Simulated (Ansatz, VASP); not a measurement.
# LiF: VASP beside Ansatz

```
Li F
1.0
     0.00000    1.98655    1.98655
     1.98655    0.00000    1.98655
     1.98655    1.98655    0.00000
Li F
1 1
Direct
  0.00000 0.00000 0.00000
  0.50000 0.50000 0.50000
```

Alike in both runs: functional r2SCAN; dispersion rVV10; k mesh 10 × 10 × 10; occupations gaussian, width 0.02 eV; no spin polarisation.

Ansatz relaxed the structure, and its values are those at the end. VASP's run is a single point on that final structure, the one shown.

|  | VASP | Ansatz |
| --- | --- | --- |
| version | VASP 6.6.1 | Ansatz 0.2.0 |
| potentials or method | VASP PAW PBE potentials, release 64 (Li_sv, F), cutoff 830 eV | scalar-relativistic, plane waves, PAW |
| valence electrons in the cell | 10 | 10 |

Ansatz gave:

- gap on the k mesh at the Fermi level (eV): 10.39
- least direct gap on the mesh (eV): 10.39
- pressure (GPa): 0.0

Question: What did VASP give for the same quantities?

Answer: gap on the k mesh at the Fermi level (eV): 10.60; least direct gap on the mesh (eV): 10.60; pressure (GPa): -0.4.

VASP's potentials were made for PBE, not for r2SCAN.
